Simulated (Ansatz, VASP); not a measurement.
Two plane-wave programs on LaPSe4

```
La P Se
1.0
     5.64703    0.00000    0.00000
    -2.82352    4.89047    0.00000
     0.00000    0.00000    4.92002
La P Se
1 1 4
Direct
  0.00000 0.00000 0.00000
  0.66667 0.33333 0.00000
  0.99184 0.49592 0.50000
  0.33333 0.66667 0.00000
  0.50408 0.00816 0.50000
  0.50408 0.49592 0.50000
```

Alike in both runs: functional PBE; k mesh 2 × 2 × 3; occupations gaussian, width 0.15 eV; no spin polarisation.

Ansatz relaxed the structure, and its values are those at the end. VASP's run is a single point on that final structure, the one shown.

```csv
,VASP,Ansatz
version,VASP 6.6.1,Ansatz 0.2.0
potentials or method,"VASP PAW PBE potentials, release 64 (La, P, Se), cutoff 500 eV","scalar-relativistic, plane waves, PAW"
valence electrons in the cell,40,80
```

VASP gave:

* gap on the k mesh at the Fermi level (eV): none
* pressure (GPa): -0.1
* rms of the force components (eV/Å): 0.009

Which values does Ansatz return?

gap on the k mesh at the Fermi level (eV): none; pressure (GPa): -0.1; rms of the force components (eV/Å): 0.008.

A gap of «none» marks a metal or a gap that the smearing closes. With one functional, cell and mesh, what is left measures potentials, basis and numerics. VASP's potentials hold 40 valence electrons a cell and Ansatz's 80, so a difference there can come from the potentials and not from the codes.

The k mesh is coarse, so the values compare programs but aren't converged. Spin-orbit coupling is off throughout.
